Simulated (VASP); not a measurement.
# Te (P6/mmm) in VASP: notebook

Te is run at these levels: PBEsol; tasks: single point.

Everything below comes from runs of VASP 6.6.1. Logs are shortened: lines on timing, memory, paths and dates and some standing lists are left out, and cuts for length are marked.

**1. The cell of the first run**

It takes space group P6/mmm (No. 191, hexagonal). The conventional cell has a = 3.473 Å, b = 3.473 Å, c = 3.245 Å, α = 90.00°, β = 90.00°, γ = 120.00°. Within 4.3 Å of Te (site symmetry 6/mmm) lie 8 Te at 3.25 to 3.47 Å.

This isn't the form of Te at room conditions, which is trigonal, of chains.

**2. Single point, PBEsol**

The input, INCAR:

```
SYSTEM = Te
ALGO     = Normal         ! electronic algorithm
EDIFF    = 1E-6           ! SCF threshold, eV
ENCUT    = 520            ! plane-wave cutoff, eV
GGA      = PS             ! functional
ISIF     = 2              ! what is computed and relaxed
ISMEAR   = 0              ! smearing method
LASPH    = .TRUE.         ! aspherical terms in the spheres
LCHARG   = .FALSE.        ! write CHGCAR
LREAL    = .FALSE.        ! projectors in reciprocal space
LWAVE    = .FALSE.        ! write WAVECAR
NBANDS   = 9              ! bands
NELM     = 60             ! most SCF steps
PREC     = Accurate       ! precision mode
SIGMA    = 0.1            ! smearing width, eV
```

The input, KPOINTS:

```
k-points
0
G
  6 6 6
  0 0 0
```

The input, POSCAR:

```
Te
1.0
    3.4731943785      0.0000000000      0.0000000000
   -1.7365971893      3.0078745641      0.0000000000
    0.0000000000      0.0000000000      3.2452659974
Te
1
Direct
    0.0000000000      0.0000000000      0.0000000000
```

Potentials or basis: VASP PAW PBE potentials, release 64 (Te).

Command:

```console
$ cat potpaw_PBE.64/Te/POTCAR > POTCAR
$ mpirun -np 1 vasp_std > vasp.out
```

OUTCAR:

```text
SYSTEM = Te
   EDIFF = 1E-6
   ENCUT = 520
   GGA = PS
   ISIF = 2
   ISMEAR = 0
   LASPH = .TRUE.
   LREAL = .FALSE.
   NELM = 60
   PREC = Accurate

 ion  position               nearest neighbor table
   1  0.000  0.000  0.000-

  LATTYP: Found a hexagonal cell.
 ALAT       =     3.4731943785
 C/A-ratio  =     0.9343750000

  Lattice vectors:

 A1 = (   3.4731943785,   0.0000000000,   0.0000000000)
 A2 = (  -1.7365971893,   3.0078745641,   0.0000000000)
 A3 = (   0.0000000000,   0.0000000000,   3.2452659974)

Analysis of symmetry for initial positions (statically):
=====================================================================
 Subroutine PRICEL returns:
 Original cell was already a primitive cell.

 Routine SETGRP: Setting up the symmetry group for a
 hexagonal supercell.

 Subroutine GETGRP returns: Found 24 space group operations
 (whereof 24 operations were pure point group operations)
 out of a pool of 24 trial point group operations.

The static configuration has the point symmetry D_6h.

Analysis of symmetry for dynamics (positions and initial velocities):
=====================================================================
 Subroutine PRICEL returns:
 Original cell was already a primitive cell.

 Routine SETGRP: Setting up the symmetry group for a
 hexagonal supercell.

 Subroutine GETGRP returns: Found 24 space group operations
 (whereof 24 operations were pure point group operations)
 out of a pool of 24 trial point group operations.

The dynamic configuration has the point symmetry D_6h.

 Subroutine INISYM returns: Found 24 space group operations
 (whereof 24 operations are pure point group operations),
 and found     1 'primitive' translations

----------------------------------------------------------------------------------------

                                     Primitive cell

  volume of cell :      33.9031

  direct lattice vectors                    reciprocal lattice vectors
     3.473194379  0.000000000  0.000000000     0.287919388  0.166230336  0.000000000
    -1.736597189  3.007874564  0.000000000     0.000000000  0.332460672  0.000000000
     0.000000000  0.000000000  3.245265997     0.000000000  0.000000000  0.308141151

  length of vectors
     3.473194379  3.473194379  3.245265997     0.332460672  0.332460672  0.308141151

  position of ions in fractional coordinates (direct lattice)
     0.000000000  0.000000000  0.000000000

  ion indices of the primitive-cell ions
   primitive index   ion index
                 1           1

----------------------------------------------------------------------------------------

 KPOINTS: k-points

Automatic generation of k-mesh.
 Grid dimensions read from file:
 generate k-points for:    6    6    6

 Generating k-lattice:

  Cartesian coordinates                     Fractional coordinates (reciprocal lattice)
     0.047986565  0.027705056  0.000000000     0.166666667 -0.000000000  0.000000000
     0.000000000  0.055410112  0.000000000     0.000000000  0.166666667  0.000000000
     0.000000000  0.000000000  0.051356859     0.000000000  0.000000000  0.166666667

  Length of vectors
     0.055410112  0.055410112  0.051356859

  Shift w.r.t. Gamma in fractional coordinates (k-lattice)
     0.000000000  0.000000000  0.000000000

 Subroutine IBZKPT returns following result:
 ===========================================

 Found     28 irreducible k-points:

 Following reciprocal coordinates:
            Coordinates               Weight
  0.000000  0.000000  0.000000      1.000000
  0.166667  0.000000  0.000000      6.000000
  0.333333  0.000000  0.000000      6.000000
  0.500000  0.000000  0.000000      3.000000
  0.166667  0.166667  0.000000      6.000000
  0.333333  0.166667  0.000000     12.000000
[... 16 lines left out ...]
  0.166667  0.000000  0.500000      6.000000
  0.333333  0.000000  0.500000      6.000000
 [... further k-points ...]
   k-points           NKPTS =     28   k-points in BZ     NKDIM =     28   number of bands    NBANDS=      9
   number of dos      NEDOS =    301   number of ions     NIONS =      1
   total plane-waves  NPLWV =  18816
   dimension x,y,z NGX =    28 NGY =   28 NGZ =   24
   dimension x,y,z NGXF=    56 NGYF=   56 NGZF=   48
   ions per type =               1
   NGX,Y,Z   is equivalent  to a cutoff of  13.40, 13.40, 12.29 a.u.
   NGXF,Y,Z  is equivalent  to a cutoff of  26.80, 26.80, 24.59 a.u.
 SYSTEM =  Te
   PREC   = accura    normal or accurate (medium, high low for compatibility)
   ISTART =      0    job   : 0-new  1-cont  2-samecut
   ICHARG =      2    charge: 1-file 2-atom 10-const
   ISPIN  =      1    spin polarized calculation?
   LNONCOLLINEAR =      F non collinear calculations
   LSORBIT =      F    spin-orbit coupling
   LASPH  =      T    aspherical Exc in radial PAW
   ENCUT  =  520.0 eV  38.22 Ry    6.18 a.u.   6.46  6.46  6.03*2*pi/ulx,y,z
   NELM   =     60;   NELMIN=  2; NELMDL= -5     # of ELM steps
   EDIFF  = 0.1E-05   stopping-criterion for ELM
   LREAL  =      F    real-space projection
[... 7 lines left out ...]
   TEBEG  =    0.0;   TEEND  =   0.0 temperature during run
   PSTRESS=    0.0 pullay stress
   NELECT =       6.0000    total number of electrons
   NUPDOWN=      -1.0000    fix difference up-down
   EMIN   =  10.00;   EMAX   =-10.00  energy-range for DOS
   EFERMI =   0.00;   METHOD = LEGACY
   ISMEAR =     0;   SIGMA  =   0.10  broadening in eV -4-tet -1-fermi 0-gaus
   EFERMI_NEDOS =   21; number of points for ismear=-14 and -15
   IALGO  =     38    algorithm
   IMIX   =      4    mixing-type and parameters
     AMIX     =   0.40;   BMIX     =  1.00
     AMIX_MAG =   1.60;   BMIX_MAG =  1.00
  volume/ion in A,a.u.               =      33.90       228.79
  Fermi-wavevector in a.u.,A,eV,Ry     =   0.919134  1.736912 11.494304  0.844807
  Thomas-Fermi vector in A             =   2.044294
   LORBIT       =      0    0 simple, 1 ext, 2 COOP (PROOUT), +10 PAW based schemes
   GGA     = PS    functional components
   LHFCALC =     F    Hartree Fock is set to
   AEXX    =    0.0000 exact exchange contribution
   IVDW    =     0    specifies the selected vdW correction
   LEPSILON=     F    determine dielectric tensor
   LRPA    =     F    only Hartree local field effects (RPA)
 non-spin polarized calculation
 Gauss-broadening in eV      SIGMA  =   0.10
  energy-cutoff  :      520.00
  volume of cell :       33.90
 maximum number of plane-waves:       936
 NGX is ok and might be reduce to    28

 number of electron       5.9999999 magnetization

 Free energy of the ion-electron system (eV)
  ---------------------------------------------------
  ext. energy  EPLUGINS =         0.00000000
  ---------------------------------------------------
  free energy    TOTEN  =        -3.21705541 eV

  energy without entropy =       -3.21462873  energy(sigma->0) =       -3.21584207

 E-fermi :   5.6071     XC(G=0):  -9.3615

 val. band max:        5.4939908193   @ k =   0.5000   0.0000   0.0000
 cond. band min:       5.6917945333   @ k =   0.3333   0.0000   0.1667
 fundamental gap:      0.1978037140
 Fermi energy:         5.6071135528

 k-point     1 :       0.0000    0.0000    0.0000
  band No.  band energies     occupation
      1      -7.3836      2.00000
      2       6.9863      0.00000
      3       7.3863      0.00000
      4       7.3863      0.00000
      5      11.9007      0.00000
      6      12.5887      0.00000
      7      14.7731      0.00000
      8      14.7731      0.00000
      9      16.3078      0.00000

 k-point     2 :       0.1667    0.0000    0.0000
  band No.  band energies     occupation
      1      -7.0284      2.00000
      2       5.0446      2.00000
      3       6.7790      0.00000
      4       7.2960      0.00000
      5      12.2859      0.00000
      6      12.5167      0.00000
      7      15.2270      0.00000
      8      16.1571      0.00000
      9      19.8598      0.00000

 k-point     3 :       0.3333    0.0000    0.0000
  band No.  band energies     occupation
      1      -6.1127      2.00000
      2       1.9153      2.00000
      3       5.8650      0.00026
      4       8.0356      0.00000
      5      11.0233      0.00000
      6      13.4615      0.00000
      7      17.7253      0.00000
      8      17.8453      0.00000
      9      19.3688      0.00000

 k-point     4 :       0.5000    0.0000    0.0000
  band No.  band energies     occupation
      1      -5.4520      2.00000
      2       0.4488      2.00000
      3       5.4940      1.89036
      4       8.5001      0.00000
      5      10.5404      0.00000
      6      14.7363      0.00000
      7      16.4127      0.00000
      8      16.5719      0.00000
      9      21.6898      0.00000
[... 205 lines left out ...]
 k-point    22 :       0.0000    0.0000    0.5000
  band No.  band energies     occupation
      1      -5.7702      2.00000
      2       0.1610      2.00000
      3       8.5917      0.00000
      4       8.5917      0.00000
      5      15.4873      0.00000
      6      15.6766      0.00000
      7      16.5246      0.00000
      8      16.5246      0.00000
      9      17.1816      0.00000

 k-point    23 :       0.1667    0.0000    0.5000
  band No.  band energies     occupation
      1      -5.4130      2.00000
      2       0.5074      2.00000
      3       6.4861      0.00000
      4       8.0218      0.00000
      5      12.7809      0.00000
      6      14.5704      0.00000
      7      16.1544      0.00000
      8      17.2180      0.00000
      9      17.8041      0.00000

 k-point    24 :       0.3333    0.0000    0.5000
  band No.  band energies     occupation
      1      -4.4884      2.00000
      2       1.3797      2.00000
      3       3.4269      2.00000
      4       7.1384      0.00000
      5       9.7371      0.00000
      6      13.1776      0.00000
      7      15.0994      0.00000
      8      15.7029      0.00000
      9      20.8479      0.00000

 [... further k-points ...]

------------------------ aborting loop because EDIFF is reached ----------------------------------------

  FORCE on cell =-STRESS in cart. coord.  units (eV):
  Direction    XX          YY          ZZ          XY          YZ          ZX
  --------------------------------------------------------------------------------------
  -------------------------------------------------------------------------------------
  Total       -1.3387706     -1.3387706     -1.4282416      0.0000000     -0.0000000      0.0000000
  in kB      -63.2670576    -63.2670576    -67.4952402      0.0000000     -0.0000000      0.0000000
  external PRESSURE =     -64.6764518 kB  Pullay stress =       0.0000000 kB

 VOLUME and BASIS-vectors are now :
 -----------------------------------------------------------------------------
  energy-cutoff  :      520.00
  volume of cell :       33.90
      direct lattice vectors                 reciprocal lattice vectors
     3.473194379  0.000000000  0.000000000     0.287919388  0.166230336  0.000000000
    -1.736597189  3.007874564  0.000000000     0.000000000  0.332460672  0.000000000
     0.000000000  0.000000000  3.245265997     0.000000000  0.000000000  0.308141151

 POSITION                                       TOTAL-FORCE (eV/Angst)
 -----------------------------------------------------------------------------------
      0.00000      0.00000      0.00000         0.000000      0.000000      0.000000
 -----------------------------------------------------------------------------------
    total drift:                                0.000000     -0.000000      0.000000

  FREE ENERGIE OF THE ION-ELECTRON SYSTEM (eV)
  ---------------------------------------------------
  free  energy   TOTEN  =        -3.2170554120 eV

  energy  without entropy=       -3.2146287305  energy(sigma->0) =       -3.21584207
```

Run time: 7.9 s. Hardware: 1 thread of Intel Xeon 8259CL, shared host; peak memory 0.15 GiB.

What came out:

| Quantity | Value |
| --- | --- |
| Free energy | -3.2171 eV |
| Pressure | -6.5 GPa |
| Band gap on the k mesh | zero (bands 3 and 4 overlap by 5.34 eV) |

Stress tensor (GPa, compression positive):
```
-6.33  0.00  0.00
 0.00 -6.33  0.00
 0.00  0.00 -6.75
```

Levels at points of the mesh, in eV from the Fermi level:
| k point | band 1 | band 2 | band 3 | band 4 | band 5 | band 6 | band 7 | band 8 |
| --- | --- | --- | --- | --- | --- | --- | --- | --- |
| (0.00, 0.00, 0.00) | -12.99 | 1.38 | 1.78 | 1.78 | 6.29 | 6.98 | 9.17 | 9.17 |
| (0.50, 0.00, 0.00) | -11.06 | -5.16 | -0.11 | 2.89 | 4.93 | 9.13 | 10.81 | 10.96 |
| (0.00, 0.00, 0.50) | -11.38 | -5.45 | 2.98 | 2.98 | 9.88 | 10.07 | 10.92 | 10.92 |
| (0.50, 0.00, 0.50) | -9.42 | -3.65 | -3.63 | 1.17 | 2.76 | 7.12 | 9.12 | 9.57 |

Caveat: the cell stands under tension; the PAW data sets were made with another functional, which shifts forces and pressure a little; spin-orbit coupling is left out, which moves the levels of the heavy elements.

**3. Single point, PBEsol**

This run uses another cell than the first one: it holds 3 atoms, not 1.

The input, INCAR:

```
ALGO = Normal ; EDIFF = 1E-6
ENCUT = 520 ; GGA = PS
ISIF = 2 ; ISMEAR = 0
LASPH = True ; LCHARG = False
LREAL = False ; LWAVE = False
NBANDS = 16 ; NELM = 100
PREC = Accurate ; SIGMA = 0.1
```

The input, KPOINTS:

```
k-points
0
Gamma
  3 3 6
```

The input, POSCAR:

```
Te
1.0
    5.4515801719      0.0000000000      0.0000000000
   -2.7257900859      4.7212069196      0.0000000000
    0.0000000000      0.0000000000      3.1651492076
Te
3
Direct
    0.0000000000      0.0000000000      0.0000000000
    0.3333333333      0.6666666667      0.5000000000
    0.6666666667      0.3333333333      0.5000000000
```

Potentials or basis: VASP PAW PBE potentials, release 64 (Te).

Command:

```console
$ cat potpaw_PBE.64/Te/POTCAR > POTCAR
$ mpirun -np 1 vasp_std > vasp.out
```

OUTCAR:

```text
EDIFF = 1E-6
   ENCUT = 520
   GGA = PS
   ISIF = 2
   ISMEAR = 0
   LASPH = True
   LREAL = False
   NELM = 100
   PREC = Accurate

 ion  position               nearest neighbor table
   1  0.000  0.000  0.000-   2 3.52   3 3.52   2 3.52   3 3.52   2 3.52   2 3.52   3 3.52   3 3.52
                             3 3.52   3 3.52   2 3.52   2 3.52
   2  0.333  0.667  0.500-   3 3.15   3 3.15   3 3.15   1 3.52   1 3.52   1 3.52   1 3.52   1 3.52
                             1 3.52
   3  0.667  0.333  0.500-   2 3.15   2 3.15   2 3.15   1 3.52   1 3.52   1 3.52   1 3.52   1 3.52
                             1 3.52

  LATTYP: Found a hexagonal cell.
 ALAT       =     5.4515801719
 C/A-ratio  =     0.5805929855

  Lattice vectors:

 A1 = (   5.4515801719,   0.0000000000,   0.0000000000)
 A2 = (  -2.7257900859,   4.7212069196,   0.0000000000)
 A3 = (   0.0000000000,   0.0000000000,   3.1651492076)

Analysis of symmetry for initial positions (statically):
=====================================================================
 Subroutine PRICEL returns:
 Original cell was already a primitive cell.
[... 159 lines left out ...]

 E-fermi :   8.4721     XC(G=0): -10.3940

 val. band max:        8.4152090213   @ k =   0.3333   0.3333   0.1667
 cond. band min:       8.5410557881   @ k =   0.3333  -0.0000   0.3333
 fundamental gap:      0.1258467668
 Fermi energy:         8.4721300227

 k-point     1 :       0.0000    0.0000    0.0000
  band No.  band energies     occupation
      1      -5.9662      2.00000
      2      -2.2943      2.00000
      3      -2.2559      2.00000
      4       3.4577      2.00000
      5       3.4577      2.00000
      6       3.9006      2.00000
[... 205 lines left out ...]
      3      -1.5722      2.00000
      4       2.3065      2.00000
      5       2.8854      2.00000
      6       2.8854      2.00000
[... 8 lines left out ...]
     15      15.7409      0.00000
     16      16.2818      0.00000

------------------------ aborting loop because EDIFF is reached ----------------------------------------

  FORCE on cell =-STRESS in cart. coord.  units (eV):
  Direction    XX          YY          ZZ          XY          YZ          ZX
  --------------------------------------------------------------------------------------
  -------------------------------------------------------------------------------------
  Total        0.1050815      0.1050815      0.1864115      0.0000000     -0.0000000      0.0000000
  in kB        2.0666513      2.0666513      3.6661790      0.0000000     -0.0000000      0.0000000
  external PRESSURE =       2.5998272 kB  Pullay stress =       0.0000000 kB

 VOLUME and BASIS-vectors are now :
 -----------------------------------------------------------------------------
  energy-cutoff  :      520.00
  volume of cell :       81.46
      direct lattice vectors                 reciprocal lattice vectors
     5.451580172  0.000000000  0.000000000     0.183433054  0.105905123  0.000000000
    -2.725790086  4.721206920  0.000000000     0.000000000  0.211810246  0.000000000
     0.000000000  0.000000000  3.165149208     0.000000000  0.000000000  0.315940872

 POSITION                                       TOTAL-FORCE (eV/Angst)
 -----------------------------------------------------------------------------------
      0.00000      0.00000      0.00000        -0.000000      0.000000      0.000000
     -0.00000      3.14747      1.58257         0.000000      0.000000     -0.000000
      2.72579      1.57374      1.58257         0.000000      0.000000      0.000000
 -----------------------------------------------------------------------------------
    total drift:                               -0.000000      0.000000     -0.000000

  FREE ENERGIE OF THE ION-ELECTRON SYSTEM (eV)
  ---------------------------------------------------
  free  energy   TOTEN  =        -9.8950696042 eV

  energy  without entropy=       -9.8834026913  energy(sigma->0) =       -9.88923615
```

Wall time 23 s (1 thread of Intel Xeon 8259CL, shared host); peak memory 0.19 GiB.

What came out:

- Free energy: -9.8951 eV
- Pressure: 0.3 GPa
- Band gap on the k mesh: zero (bands 9 and 10 overlap by 4.99 eV)

Levels at points of the mesh, in eV from the Fermi level:
| k point | band 7 | band 8 | band 9 | band 10 | band 11 | band 12 |
| --- | --- | --- | --- | --- | --- | --- |
| (0.00, 0.00, 0.00) | -4.57 | 0.55 | 2.91 | 2.91 | 3.58 | 3.79 |
| (0.00, 0.00, 0.50) | -3.31 | -3.31 | -1.50 | -1.50 | -0.57 | -0.57 |

Caveat: the k points lie up to 0.44 Å⁻¹ apart, too coarse for converged energies and pressures of a metal; the PAW data sets were made with another functional, which shifts forces and pressure a little; spin-orbit coupling is left out, which moves the levels of the heavy elements.

The gap in the log of VASP goes by the Fermi energy; the results here count the filled bands.